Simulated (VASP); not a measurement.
# PtSe2 (P-3m1) in VASP: notebook, part 2 of 2

VASP 6.6.1.

**3. Electric field gradients, PBE+D3(BJ)**

INCAR

```
PREC     = Accurate       # precision mode
ENCUT    = 520            # plane-wave cutoff, eV
EDIFF    = 1E-8           # SCF threshold, eV
ISMEAR   = -1             # smearing method
SIGMA    = 0.15           # smearing width, eV
LREAL    = False          # projectors in reciprocal space
LASPH    = True           # aspherical terms in the spheres
NELM     = 100            # most SCF steps
ALGO     = Normal         # electronic algorithm
ISIF     = 2              # what is computed and relaxed
LWAVE    = False          # write WAVECAR
LCHARG   = False          # write CHGCAR
GGA      = PE             # functional
IVDW     = 12             # dispersion correction
LEFG     = True         
NBANDS   = 18             # bands
```

KPOINTS

```
regular mesh
0
Gamma
  15 15 10
```

POSCAR

```
PtSe2
1.0
    3.7719032157      0.0000000000      0.0000000000
   -1.8859516079      3.2665640054      0.0000000000
    0.0000000000      0.0000000000      4.8214860767
Pt Se
1 2
Direct
    0.0000000000      0.0000000000      0.0000000000
    0.3333333333      0.6666666667      0.2657465366
    0.6666666667      0.3333333333      0.7342534634
```

Potentials or basis: VASP PAW PBE potentials, release 64 (Pt, Se).

Run with:

```
$ cat potpaw_PBE.64/Pt/POTCAR potpaw_PBE.64/Se/POTCAR > POTCAR
$ mpirun -np 1 vasp_std > vasp.out
```

OUTCAR:

```text
PREC = Accurate
   ENCUT = 520
   EDIFF = 1E-8
   ISMEAR = -1
   LREAL = False
   LASPH = True
   NELM = 100
   ISIF = 2
   GGA = PE
   IVDW = 12
 IVDW          = 12

 ion  position               nearest neighbor table
   1  0.000  0.000  0.000-   2 2.53   3 2.53   3 2.53   2 2.53   3 2.53   2 2.53
   2  0.333  0.667  0.266-   1 2.53   1 2.53   1 2.53
   3  0.667  0.333  0.734-   1 2.53   1 2.53   1 2.53

  LATTYP: Found a hexagonal cell.
 ALAT       =     3.7719032157
 C/A-ratio  =     1.2782634657

  Lattice vectors:

 A1 = (   3.7719032157,   0.0000000000,   0.0000000000)
 A2 = (  -1.8859516079,   3.2665640054,   0.0000000000)
 A3 = (   0.0000000000,   0.0000000000,   4.8214860767)

[... 704 lines left out ...]
  energy-cutoff  :      520.00
  volume of cell :       59.41
      direct lattice vectors                 reciprocal lattice vectors
     3.771903216  0.000000000  0.000000000     0.265118149  0.153066035  0.000000000
    -1.885951608  3.266564005  0.000000000     0.000000000  0.306132070  0.000000000
     0.000000000  0.000000000  4.821486077     0.000000000  0.000000000  0.207404934

 POSITION                                       TOTAL-FORCE (eV/Angst)
 -----------------------------------------------------------------------------------
      0.00000      0.00000      0.00000        -0.000000      0.000000      0.000000
     -0.00000      2.17771      1.28129        -0.000000      0.000000      0.006030
      1.88595      1.08885      3.54019         0.000000     -0.000000     -0.006030
 -----------------------------------------------------------------------------------
    total drift:                               -0.000000      0.000000      0.000000

  FREE ENERGIE OF THE ION-ELECTRON SYSTEM (eV)
  ---------------------------------------------------
  free  energy   TOTEN  =       -15.6943482518 eV

  energy  without entropy=      -15.6347307987  energy(sigma->0) =      -15.66453953

 Electric field gradients (V/A^2)
---------------------------------------------------------------------
 ion       V_xx      V_yy      V_zz      V_xy      V_xz      V_yz
---------------------------------------------------------------------
   1     -61.629   -61.629   123.257     0.000    -0.000     0.000
   2      13.937    13.936   -27.873    -0.000    -0.000     0.000
   3      13.937    13.936   -27.873    -0.000    -0.000     0.000
---------------------------------------------------------------------

 Electric field gradients after diagonalization (V/A^2)
 (convention: |V_zz| > |V_xx| > |V_yy|)
----------------------------------------------------------------------
 ion       V_xx      V_yy      V_zz     asymmetry (V_yy - V_xx)/ V_zz
----------------------------------------------------------------------
   1     -61.629   -61.629   123.257       0.000
   2      13.937    13.936   -27.873       0.000
   3      13.937    13.936   -27.873       0.000
----------------------------------------------------------------------

           NMR quadrupolar parameters

 Cq : quadrupolar parameter    Cq=e*Q*V_zz/h
 eta: asymmetry parameters     (V_yy - V_xx)/ V_zz
 Q  : nuclear electric quadrupole moment in mb (millibarn)
----------------------------------------------------------------------
 ion       Cq(MHz)       eta       Q (mb)
----------------------------------------------------------------------
   1       0.298       0.000       1.000
   2      -0.067       0.000       1.000
   3      -0.067       0.000       1.000
----------------------------------------------------------------------
```

OSZICAR:

```text
N       E                     dE             d eps       ncg     rms          rms(c)
DAV:   1     0.110130867614E+03    0.11013E+03   -0.10117E+04  8632   0.108E+03
DAV:   2    -0.987583864983E+01   -0.12001E+03   -0.11610E+03 10568   0.211E+02
DAV:   3    -0.148963948186E+02   -0.50206E+01   -0.49675E+01 10198   0.430E+01
DAV:   4    -0.149356382267E+02   -0.39243E-01   -0.39211E-01 10716   0.411E+00
DAV:   5    -0.149359977709E+02   -0.35954E-03   -0.35954E-03 10322   0.390E-01    0.121E+01
DAV:   6    -0.144509244934E+02    0.48507E+00   -0.40915E+00  8834   0.180E+01    0.779E+00
DAV:   7    -0.142396911322E+02    0.21123E+00   -0.77533E-01  8758   0.862E+00    0.386E+00
DAV:   8    -0.142264065848E+02    0.13285E-01   -0.50211E-02  9398   0.151E+00    0.796E-01
DAV:   9    -0.142240482406E+02    0.23583E-02   -0.69160E-03  9540   0.800E-01    0.185E-01
DAV:  10    -0.142241812158E+02   -0.13298E-03   -0.11603E-03  9910   0.206E-01    0.387E-02
DAV:  11    -0.142241833118E+02   -0.20961E-05   -0.45167E-05 10960   0.533E-02    0.260E-02
DAV:  12    -0.142241841523E+02   -0.84044E-06   -0.56798E-06  9430   0.170E-02    0.639E-03
DAV:  13    -0.142241841766E+02   -0.24323E-07   -0.11011E-06 10680   0.599E-03    0.164E-03
DAV:  14    -0.142241841932E+02   -0.16614E-07   -0.10122E-07  9570   0.232E-03    0.789E-04
DAV:  15    -0.142241842593E+02   -0.66135E-07   -0.88544E-09  8176   0.669E-04    0.147E-04
DAV:  16    -0.142241842670E+02   -0.76213E-08   -0.13636E-09  5042   0.268E-04
   1 F= -.15694348E+02 E0= -.15664540E+02  d E =-.596175E-01
```

Wall time 2.8 min (1 thread of Intel Xeon Platinum 8488C (Sapphire Rapids), shared host); peak memory 0.38 GiB.

What came out:

| Item | Value |
| --- | --- |
| Free energy | -15.6943 eV |
| Pressure | 0.0 GPa |
| Largest force | 0.006 eV/Å |
| Band gap on the k mesh | zero (bands 11 and 12 overlap by 0.89 eV) |
| Largest electric field gradient by atom | Pt +123.3; Se -27.9 V/Å² |
| Dispersion energy per atom | -0.490 eV |

Forces in eV/Å, atoms in the order of the input:
```
Pt   0.000  0.000  0.000
Se   0.000  0.000  0.006
Se   0.000  0.000 -0.006
```

Levels at points of the mesh, in eV from the Fermi level:
| k point | band 8 | band 9 | band 10 | band 11 | band 12 | band 13 | band 14 | band 15 |
| --- | --- | --- | --- | --- | --- | --- | --- | --- |
| (0.00, 0.00, 0.00) | -2.39 | -0.93 | -0.93 | 0.85 | 1.14 | 1.14 | 3.43 | 4.18 |
| (0.00, 0.00, 0.50) | -2.83 | -1.65 | -1.65 | -1.63 | 2.40 | 2.40 | 5.07 | 6.60 |

Electric field gradients, principal values (V/Å²):
```tsv
atom	least	middle	greatest (by size)
1 Pt	-61.629	-61.629	123.257
2 Se	13.936	13.937	-27.873
3 Se	13.936	13.937	-27.873
```

Caveat: without QUAD_EFG the Cq values of the log hold for a quadrupole moment of 1 mb, not for the nuclei; spin-orbit coupling is left out, which moves the levels of the heavy elements.
